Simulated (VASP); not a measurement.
# ZrAl3B3N (P-6m2) in VASP: a series of runs

ZrAl3B3N is run at these levels: PBE; tasks: relaxation of cell and atoms.

All numbers are computed with VASP 6.6.1; they aren't measurements. Logs are shortened: lines on timing, memory, paths and dates and some standing lists are left out, and cuts for length are marked.

### Step 1. The cell of the first run

The structure is hexagonal, space group P-6m2 (No. 187). Conventional cell: a = 4.340 Å, b = 4.340 Å, c = 6.686 Å, α = 90.00°, β = 90.00°, γ = 120.00°. Within 3.3 Å of Zr (site symmetry -6m2) lie 5 B at 2.51 to 2.64 Å and 6 Al at 3.05 Å. Within 2.1 Å of Al (site symmetry 3m) lie 1 N at 1.61 Å. Within 3.4 Å of Al (site symmetry -6m2) lie 3 N at 2.51 Å and 8 B at 2.60 to 3.34 Å and 6 Al at 2.98 Å. Within 1.9 Å of B (site symmetry 3m) lie 1 B at 1.40 Å. B (site symmetry -6m2) has 3 Zr at 2.51 Å and 8 Al at 3.05 to 3.34 Å within 3.4 Å. N (site symmetry -6m2) has 2 Al at 1.61 Å within 2.1 Å.

The cell was generated, and may not be a known phase.

### Step 2. Relaxation of cell and atoms, PBE

INCAR

```
SYSTEM = ZrAl3B3N
PREC     = Accurate       ! precision mode
ENCUT    = 600            ! plane-wave cutoff, eV
EDIFF    = 1E-6           ! SCF threshold, eV
ISMEAR   = 0              ! smearing method
SIGMA    = 0.15           ! smearing width, eV
LREAL    = .FALSE.        ! projectors in reciprocal space
LASPH    = .TRUE.         ! aspherical terms in the spheres
NELM     = 100            ! most SCF steps
ALGO     = Normal         ! electronic algorithm
ISIF     = 3              ! what is computed and relaxed
LWAVE    = .FALSE.        ! write WAVECAR
LCHARG   = .FALSE.        ! write CHGCAR
GGA      = PE             ! functional
IBRION   = 2              ! ionic algorithm
NSW      = 36             ! ionic steps
EDIFFG   = -0.08          ! ionic threshold
```

KPOINTS

```
Automatic mesh
0
G
  3 3 2
  0 0 0
```

POSCAR

```
ZrAl3B3N
1.0
    4.3397065900      0.0000000000      0.0000000000
   -2.1698533000      3.7582961600      0.0000000000
    0.0000000000      0.0000000000      6.6856680100
Zr Al B N
1 3 3 1
Direct
    0.6666666700      0.3333333300      0.5000000000
    0.0000000000      0.0000000000      0.7588622100
    0.0000000000      0.0000000000      0.2411377900
    0.3333333300      0.6666666700      0.0000000000
    0.6666666700      0.3333333300      0.8952451500
    0.6666666700      0.3333333300      0.1047548500
    0.3333333300      0.6666666700      0.5000000000
    0.0000000000      0.0000000000      0.0000000000
```

Potentials or basis: VASP PAW PBE potentials, release 64 (Zr_sv, Al, B, N).

On the command line:

```
$ cat potpaw_PBE.64/Zr_sv/POTCAR potpaw_PBE.64/Al/POTCAR potpaw_PBE.64/B/POTCAR potpaw_PBE.64/N/POTCAR > POTCAR
$ mpirun -np 1 vasp_std > vasp.out
```

OUTCAR:

```text
SYSTEM = ZrAl3B3N
   PREC = Accurate
   ENCUT = 600
   EDIFF = 1E-6
   ISMEAR = 0
   LREAL = .FALSE.
   LASPH = .TRUE.
   NELM = 100
   ISIF = 3
   GGA = PE
   IBRION = 2
   NSW = 36
   EDIFFG = -0.08

 ion  position               nearest neighbor table
   1  0.667  0.333  0.500-   7 2.51   7 2.51   7 2.51   5 2.64   6 2.64   2 3.05   3 3.05   2 3.05
                             3 3.05   2 3.05   3 3.05
   2  0.000  0.000  0.759-   8 1.61   5 2.67   5 2.67   5 2.67   4 2.98   4 2.98   4 2.98   1 3.05
                             1 3.05   1 3.05   3 3.22
   3  0.000  0.000  0.241-   8 1.61   6 2.67   6 2.67   6 2.67   4 2.98   4 2.98   4 2.98   1 3.05
                             1 3.05   1 3.05   2 3.22
   4  0.333  0.667  0.000-   8 2.51   8 2.51   8 2.51   5 2.60   6 2.60   5 2.60   6 2.60   5 2.60
                             6 2.60   2 2.98   3 2.98   3 2.98   2 2.98   3 2.98   2 2.98
   5  0.667  0.333  0.895-   6 1.40   4 2.60   4 2.60   4 2.60   1 2.64   2 2.67   2 2.67   2 2.67

   6  0.667  0.333  0.105-   5 1.40   4 2.60   4 2.60   4 2.60   1 2.64   3 2.67   3 2.67   3 2.67

   7  0.333  0.667  0.500-   1 2.51   1 2.51   1 2.51
   8  0.000  0.000  0.000-   2 1.61   3 1.61   4 2.51   4 2.51   4 2.51

  LATTYP: Found a hexagonal cell.
 ALAT       =     4.3397065900
 C/A-ratio  =     1.5405806525

  Lattice vectors:

 A1 = (   4.3397065900,   0.0000000000,   0.0000000000)
 A2 = (  -2.1698533000,   3.7582961600,   0.0000000000)
 A3 = (   0.0000000000,   0.0000000000,   6.6856680100)

Analysis of symmetry for initial positions (statically):
=====================================================================
 Subroutine PRICEL returns:
 Original cell was already a primitive cell.

 Routine SETGRP: Setting up the symmetry group for a
 hexagonal supercell.

 Subroutine GETGRP returns: Found 12 space group operations
 (whereof 12 operations were pure point group operations)
 out of a pool of 24 trial point group operations.

The static configuration has the point symmetry D_3h.

Analysis of symmetry for dynamics (positions and initial velocities):
=====================================================================
 Subroutine PRICEL returns:
 Original cell was already a primitive cell.

 Routine SETGRP: Setting up the symmetry group for a
 hexagonal supercell.

 Subroutine GETGRP returns: Found 12 space group operations
 (whereof 12 operations were pure point group operations)
 out of a pool of 24 trial point group operations.

The dynamic configuration has the point symmetry D_3h.

 Subroutine INISYM returns: Found 12 space group operations
 (whereof 12 operations are pure point group operations),
 and found     1 'primitive' translations

----------------------------------------------------------------------------------------

                                     Primitive cell

  volume of cell :     109.0426

  direct lattice vectors                    reciprocal lattice vectors
     4.339706590  0.000000000  0.000000000     0.230430325  0.133039010  0.000000000
    -2.169853300  3.758296160  0.000000000     0.000000000  0.266078020  0.000000000
     0.000000000  0.000000000  6.685668010     0.000000000  0.000000000  0.149573685

  length of vectors
     4.339706590  4.339706600  6.685668010     0.266078020  0.266078020  0.149573685

  position of ions in fractional coordinates (direct lattice)
     0.666666670  0.333333330  0.500000000
     0.000000000  0.000000000  0.758862210
     0.000000000  0.000000000  0.241137790
     0.333333330  0.666666670  0.000000000
     0.666666670  0.333333330  0.895245150
     0.666666670  0.333333330  0.104754850
     0.333333330  0.666666670  0.500000000
     0.000000000  0.000000000  0.000000000

  ion indices of the primitive-cell ions
   primitive index   ion index
                 1           1
                 2           2
                 3           3
                 4           4
                 5           5
                 6           6
                 7           7
                 8           8

----------------------------------------------------------------------------------------

 KPOINTS: Automatic mesh

Automatic generation of k-mesh.
 Grid dimensions read from file:
 generate k-points for:    3    3    2

 Generating k-lattice:

  Cartesian coordinates                     Fractional coordinates (reciprocal lattice)
     0.076810108  0.044346337  0.000000000     0.333333333  0.000000000  0.000000000
     0.000000000  0.088692673  0.000000000     0.000000000  0.333333333  0.000000000
     0.000000000  0.000000000  0.074786842     0.000000000  0.000000000  0.500000000

  Length of vectors
     0.088692673  0.088692673  0.074786842

  Shift w.r.t. Gamma in fractional coordinates (k-lattice)
     0.000000000  0.000000000  0.000000000

 Subroutine IBZKPT returns following result:
 ===========================================

 Found      6 irreducible k-points:

 Following reciprocal coordinates:
            Coordinates               Weight
  0.000000  0.000000  0.000000      1.000000
  0.333333 -0.000000  0.000000      6.000000
  0.333333  0.333333  0.000000      2.000000
  0.000000  0.000000  0.500000      1.000000
  0.333333 -0.000000  0.500000      6.000000
  0.333333  0.333333  0.500000      2.000000
   k-points           NKPTS =      6   k-points in BZ     NKDIM =      6   number of bands    NBANDS=     22
   number of dos      NEDOS =    301   number of ions     NIONS =      8
   total plane-waves  NPLWV =  69984
   dimension x,y,z NGX =    36 NGY =   36 NGZ =   54
   dimension x,y,z NGXF=    72 NGYF=   72 NGZF=  108
   ions per type =               1   3   3   1
   NGX,Y,Z   is equivalent  to a cutoff of  13.79, 13.79, 13.43 a.u.
   NGXF,Y,Z  is equivalent  to a cutoff of  27.58, 27.58, 26.86 a.u.
 SYSTEM =  ZrAl3B3N
   PREC   = accura    normal or accurate (medium, high low for compatibility)
   ISTART =      0    job   : 0-new  1-cont  2-samecut
   ICHARG =      2    charge: 1-file 2-atom 10-const
   ISPIN  =      1    spin polarized calculation?
   LNONCOLLINEAR =      F non collinear calculations
   LSORBIT =      F    spin-orbit coupling
   LASPH  =      T    aspherical Exc in radial PAW
   ENCUT  =  600.0 eV  44.10 Ry    6.64 a.u.   8.67  8.67 13.35*2*pi/ulx,y,z
   NELM   =    100;   NELMIN=  2; NELMDL= -5     # of ELM steps
   EDIFF  = 0.1E-05   stopping-criterion for ELM
   LREAL  =      F    real-space projection
   EDIFFG = -.8E-01   stopping-criterion for IOM
   NSW    =     36    number of steps for IOM
   IBRION =      2    ionic relax: 0-MD 1-quasi-New 2-CG
   NFREE  =      1    steps in history (QN), initial steepest desc. (CG)
   ISIF   =      3    stress and relaxation
   ISYM   =      2    0-nonsym 1-usesym 2-fastsym
   POTIM  = 0.5000    time-step for ionic-motion
   TEBEG  =    0.0;   TEEND  =   0.0 temperature during run
   PSTRESS=    0.0 pullay stress
   NELECT =      35.0000    total number of electrons
   NUPDOWN=      -1.0000    fix difference up-down
   EMIN   =  10.00;   EMAX   =-10.00  energy-range for DOS
   EFERMI =   0.00;   METHOD = LEGACY
   ISMEAR =     0;   SIGMA  =   0.15  broadening in eV -4-tet -1-fermi 0-gaus
   EFERMI_NEDOS =   21; number of points for ismear=-14 and -15
   IALGO  =     38    algorithm
   IMIX   =      4    mixing-type and parameters
     AMIX     =   0.40;   BMIX     =  1.00
     AMIX_MAG =   1.60;   BMIX_MAG =  1.00
  volume/ion in A,a.u.               =      13.63        91.98
  Fermi-wavevector in a.u.,A,eV,Ry     =   1.120896  2.118187 17.094477  1.256409
  Thomas-Fermi vector in A             =   2.257546
   LORBIT       =      0    0 simple, 1 ext, 2 COOP (PROOUT), +10 PAW based schemes
   GGA     = PE    functional components
   LHFCALC =     F    Hartree Fock is set to
   AEXX    =    0.0000 exact exchange contribution
   IVDW    =     0    specifies the selected vdW correction
   LEPSILON=     F    determine dielectric tensor
   LRPA    =     F    only Hartree local field effects (RPA)
 conjugate gradient relaxation of ions
 non-spin polarized calculation
 Gauss-broadening in eV      SIGMA  =   0.15
  energy-cutoff  :      600.00
  volume of cell :      109.04
 maximum number of plane-waves:      3643
 NGX is ok and might be reduce to    36
   NGX = 17   NGY = 17   NGZ = 27

--------------------------------------- Ionic step        1  -------------------------------------------

 number of electron      35.0000000 magnetization

 Free energy of the ion-electron system (eV)
  ---------------------------------------------------
  ext. energy  EPLUGINS =         0.00000000
  ---------------------------------------------------
  free energy    TOTEN  =       -42.02452801 eV

  energy without entropy =      -41.95904562  energy(sigma->0) =      -41.99178682

------------------------ aborting loop because EDIFF is reached ----------------------------------------

  FORCE on cell =-STRESS in cart. coord.  units (eV):
  Direction    XX          YY          ZZ          XY          YZ          ZX
  --------------------------------------------------------------------------------------
  -------------------------------------------------------------------------------------
  Total       -7.2966549     -7.2966550     22.9318324      0.0000000     -0.0000000     -0.0000000
  in kB     -107.2107207   -107.2107211    336.9404615      0.0000001     -0.0000000     -0.0000000
  external PRESSURE =      40.8396732 kB  Pullay stress =       0.0000000 kB
[... 107 lines left out ...]
  FREE ENERGIE OF THE ION-ELECTRON SYSTEM (eV)
  ---------------------------------------------------
  free  energy   TOTEN  =       -42.7222853328 eV

  energy  without entropy=      -42.6707450796  energy(sigma->0) =      -42.69651521

[... ionic steps 4 to 8 ...]

--------------------------------------- Ionic step        9  -------------------------------------------

 number of electron      35.0000002 magnetization

------------------------ aborting loop because EDIFF is reached ----------------------------------------

  FORCE on cell =-STRESS in cart. coord.  units (eV):
  Direction    XX          YY          ZZ          XY          YZ          ZX
  --------------------------------------------------------------------------------------
  -------------------------------------------------------------------------------------
  Total       -0.0104828     -0.0104828      0.3588311      0.0000000     -0.0000000     -0.0000000
  in kB       -0.1713111     -0.1713111      5.8640480      0.0000000     -0.0000000     -0.0000000
  external PRESSURE =       1.8404753 kB  Pullay stress =       0.0000000 kB
[... 69 lines left out ...]
  energy  without entropy=      -44.4842946570  energy(sigma->0) =      -44.48886136

--------------------------------------- Ionic step       11  -------------------------------------------

 number of electron      35.0000001 magnetization

 Free energy of the ion-electron system (eV)
  ---------------------------------------------------
  ext. energy  EPLUGINS =         0.00000000
  ---------------------------------------------------
  free energy    TOTEN  =       -44.49836630 eV

  energy without entropy =      -44.49299002  energy(sigma->0) =      -44.49567816

 E-fermi :   8.1014     XC(G=0): -11.0753

 val. band max:        7.9459548624   @ k =   0.0000   0.0000   0.0000
 cond. band min:       8.3292419191   @ k =   0.0000   0.0000   0.0000
 fundamental gap:      0.3832870567
 Fermi energy:         8.1013541998

 k-point     1 :       0.0000    0.0000    0.0000
  band No.  band energies     occupation
      1     -40.1043      2.00000
      2     -18.3407      2.00000
      3     -18.3407      2.00000
      4     -18.1639      2.00000
      5      -8.0658      2.00000
      6      -1.3682      2.00000
[... 174 lines left out ...]
  FREE ENERGIE OF THE ION-ELECTRON SYSTEM (eV)
  ---------------------------------------------------
  free  energy   TOTEN  =       -44.4983663019 eV

  energy  without entropy=      -44.4929900179  energy(sigma->0) =      -44.49567816

 reached required accuracy - stopping structural energy minimisation
```

Run time: 1.8 min. Hardware: 1 thread of Intel Xeon 6975P-C (Granite Rapids), shared host; peak memory 0.27 GiB.

What came out:

```
Free energy                           : -44.4984 eV
Relaxed volume                        : 12.24 Å³/atom
Relaxed cell                          : a = 4.078 Å, b = 4.078 Å, c = 6.801 Å, α = 90.00°, β = 90.00°, γ = 120.00°
Space group after relaxing (to 0.1 Å) : P-6m2 (No. 187)
Energy gained by relaxing             : 309.2 meV/atom
Ionic steps                           : 11
Pressure after relaxing               : 0.1 GPa
Largest force after relaxing          : 0.075 eV/Å
Band gap on the k mesh                : zero (an odd number of electrons rules out a gap without spin polarisation)
```

Forces in eV/Å, atoms in the order of the input:
```
Zr   0.000  0.000  0.000
Al   0.000  0.000  0.075
Al   0.000  0.000 -0.075
Al   0.000  0.000  0.000
B    0.000  0.000  0.018
B    0.000  0.000 -0.018
B    0.000  0.000  0.000
N    0.000  0.000  0.000
```

Step by step:
| step | energy change (eV) | largest force (eV/Å) | pressure (GPa) | volume (Å³) |
| --- | --- | --- | --- | --- |
| 1 | 0.0000 | 7.8773 | 4.08 | 109.04 |
| 2 | -0.1690 | 2.3955 | -16.82 | 113.44 |
| 3 | -0.6978 | 2.1762 | -16.61 | 112.79 |
| 4 | -1.2143 | 1.7875 | -15.81 | 112.16 |
| 5 | -1.9548 | 0.5085 | -11.14 | 110.72 |
| 6 | -1.9538 | 0.9128 | -9.79 | 110.46 |
| 7 | -1.9614 | 0.6112 | -10.49 | 110.59 |
| 8 | -2.4657 | 0.2931 | -0.84 | 98.92 |
| 9 | -2.4691 | 0.2916 | 0.18 | 98.04 |
| 10 | -2.4689 | 0.2908 | 0.48 | 97.80 |
| 11 | -2.4738 | 0.0753 | 0.14 | 97.92 |

Final structure:
```yaml
crystal:
  lattice:
    - [4.07757, 0.00000, 0.00000]
    - [-2.03878, 3.53128, 0.00000]
    - [0.00000, 0.00000, 6.80075]
  atoms:
    - { symbol: Zr, position: [0.66667, 0.33333, 0.50000] }
    - { symbol: Al, position: [0.00000, 0.00000, 0.73380] }
    - { symbol: Al, position: [0.00000, 0.00000, 0.26620] }
    - { symbol: Al, position: [0.33333, 0.66667, 0.00000] }
    - { symbol: B, position: [0.66667, 0.33333, 0.87414] }
    - { symbol: B, position: [0.66667, 0.33333, 0.12586] }
    - { symbol: B, position: [0.33333, 0.66667, 0.50000] }
    - { symbol: N, position: [0.00000, 0.00000, 0.00000] }
```

Caveat: the k points lie up to 0.59 Å⁻¹ apart in the final cell, too coarse for converged energies and pressures of a metal; an odd number of electrons without spin polarisation forces a metal; a magnetic or distorted state may lie lower; the relaxation stopped at a loose force limit of 0.08 eV/Å, so its end isn't a converged minimum.

### Step 3. Relaxation of cell and atoms, PBE

This run uses another cell than the first one, of 14.01 Å³/atom.

INCAR

```
PREC = Accurate
ENCUT = 600
EDIFF = 1E-7
ISMEAR = 0
SIGMA = 0.15
LREAL = F
LASPH = T
NELM = 100
ALGO = Normal
ISIF = 3
LWAVE = F
LCHARG = F
GGA = PE
IBRION = 2
NSW = 36
EDIFFG = -0.08
```

KPOINTS

```
regular mesh
0
Gamma
  3 3 2
```

POSCAR

```
ZrAl3B3N
1.0
    4.7485417500      0.0000000000      0.0000000000
   -2.3742708700      4.1123577900      0.0000000000
    0.0000000000      0.0000000000      5.7382561000
Zr Al B N
1 3 3 1
Direct
    0.0000000000      0.0000000000      0.0000000000
    0.6666666700      0.3333333300      0.7345295500
    0.6666666700      0.3333333300      0.2654704500
    0.0000000000      0.0000000000      0.5000000000
    0.5539895700      0.4460104300      0.0000000000
    0.5539895700      0.1079791400      0.0000000000
    0.8920208600      0.4460104300      0.0000000000
    0.3333333300      0.6666666700      0.0000000000
```

Potentials or basis: VASP PAW PBE potentials, release 64 (Zr_sv, Al, B, N).

On the command line:

```
$ cat potpaw_PBE.64/Zr_sv/POTCAR potpaw_PBE.64/Al/POTCAR potpaw_PBE.64/B/POTCAR potpaw_PBE.64/N/POTCAR > POTCAR
$ mpirun -np 1 vasp_std > vasp.out
```

Wall time 2.3 min (1 thread of Intel Xeon 6975P-C (Granite Rapids), shared host); peak memory 0.29 GiB.

Results (log left out):

- Free energy: -45.5417 eV
- Relaxed volume: 14.89 Å³/atom
- Relaxed cell: a = 4.538 Å, b = 4.538 Å, c = 6.683 Å, α = 90.00°, β = 90.00°, γ = 120.00°
- Space group after relaxing (to 0.1 Å): P-6m2 (No. 187)
- Pressure after relaxing: -0.1 GPa
- Largest force after relaxing: 0.048 eV/Å
- Band gap on the k mesh: zero (an odd number of electrons rules out a gap without spin polarisation)

Forces in eV/Å, atoms in the order of the input:
```
Zr   0.000  0.000  0.000
Al   0.000  0.000 -0.046
Al   0.000  0.000  0.046
Al   0.000  0.000  0.000
B    0.042 -0.024  0.000
B    0.000  0.048  0.000
B   -0.042 -0.024  0.000
N    0.000  0.000  0.000
```

Stress tensor (GPa, compression positive):
```
 0.00  0.00  0.00
 0.00  0.00  0.00
 0.00  0.00 -0.21
```

Final structure:
```cif
data_structure
_symmetry_space_group_name_H-M 'P 1'
_symmetry_Int_Tables_number 1
_cell_length_a 4.5375
_cell_length_b 4.5375
_cell_length_c 6.6825
_cell_angle_alpha 90.000
_cell_angle_beta 90.000
_cell_angle_gamma 120.000
_cell_volume 119.15
loop_
_atom_site_label
_atom_site_type_symbol
_atom_site_fract_x
_atom_site_fract_y
_atom_site_fract_z
_atom_site_occupancy
Zr1 Zr 0.00000 0.00000 0.00000 1
Al1 Al 0.66667 0.33333 0.69219 1
Al2 Al 0.66667 0.33333 0.30781 1
Al3 Al 0.00000 0.00000 0.50000 1
B1 B 0.53512 0.46488 0.00000 1
B2 B 0.53512 0.07025 0.00000 1
B3 B 0.92975 0.46488 0.00000 1
N1 N 0.33333 0.66667 0.00000 1
```

Levels at points of the mesh, in eV from the Fermi level:
```
           k point  band 13  band 14  band 15  band 16  band 17  band 18  band 19  band 20  band 21  band 22
(0.00, 0.00, 0.00)    -2.82    -1.02    -1.02    -0.70    -0.57     0.10     0.10     0.60     0.60     1.29
(0.00, 0.00, 0.50)    -3.93    -2.28    -1.58    -1.58     0.33     0.33     0.44     1.45     1.45     1.47
```

Caveat: the k points lie up to 0.53 Å⁻¹ apart in the final cell, too coarse for converged energies and pressures of a metal; a cell axis changed by over 15 % at a fixed basis, so the end point is rough; an odd number of electrons without spin polarisation forces a metal; a magnetic or distorted state may lie lower; the relaxation stopped at a loose force limit of 0.08 eV/Å, so its end isn't a converged minimum.

The gap in the log of VASP goes by the Fermi energy; the results here count the filled bands.